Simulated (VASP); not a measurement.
Input of a VASP 6.6.1 run:

The input INCAR:

```
PREC     = Accurate       # precision mode
ENCUT    = 520            # plane-wave cutoff, eV
EDIFF    = 1E-6           # SCF threshold, eV
ISMEAR   = 0              # smearing method
SIGMA    = 0.05           # smearing width, eV
LREAL    = F              # projectors in reciprocal space
LASPH    = T              # aspherical terms in the spheres
NELM     = 100            # most SCF steps
ALGO     = Normal         # electronic algorithm
ISIF     = 2              # what is computed and relaxed
LWAVE    = F              # write WAVECAR
LCHARG   = T              # write CHGCAR
GGA      = PE             # functional
LELF     = T              # ELF
LVHAR    = T            
NBANDS   = 34             # bands
```

KPOINTS

```
Automatic mesh
0
Gamma
  6 6 4
```

POSCAR

```
SiO2
1.0
    5.1048960585      0.0000000000      0.0000000000
   -2.5524480292      4.4209696703      0.0000000000
    0.0000000000      0.0000000000      5.3612984877
Si O
3 6
Direct
    0.5000000000      0.0000000000      0.0000000000
    0.5000000000      0.5000000000      0.3333333333
    0.0000000000      0.5000000000      0.6666666667
    0.4159266453      0.2079633227      0.1666666667
    0.2079633227      0.4159266453      0.5000000000
    0.7920366773      0.2079633227      0.8333333333
    0.5840733547      0.7920366773      0.1666666667
    0.7920366773      0.5840733547      0.5000000000
    0.2079633227      0.7920366773      0.8333333333
```

Potentials or basis: VASP PAW PBE potentials, release 64 (Si, O).

The run is started by

```bash
$ cat potpaw_PBE.64/Si/POTCAR potpaw_PBE.64/O/POTCAR > POTCAR
$ mpirun -np 1 vasp_std > vasp.out
```

What does it give for the band gap on the k mesh?

5.78 eV (least direct gap 6.08 eV).

Estimate the largest force.

0.256 eV/Å.

Predict the pressure.

7.7 GPa.

Forces on the atoms (eV/Å):
```
Si   0.000  0.000  0.000
Si   0.000  0.000  0.000
Si   0.000  0.000  0.000
O   -0.222 -0.128  0.000
O    0.000 -0.256  0.000
O    0.222 -0.128  0.000
O    0.222  0.128  0.000
O    0.000  0.256  0.000
O   -0.222  0.128  0.000
```

Caveat: the cell differs from its parent crystal (strain +0.000 along x and y, -0.040 along z); the cell stands under pressure. A k mesh can miss the band edges.
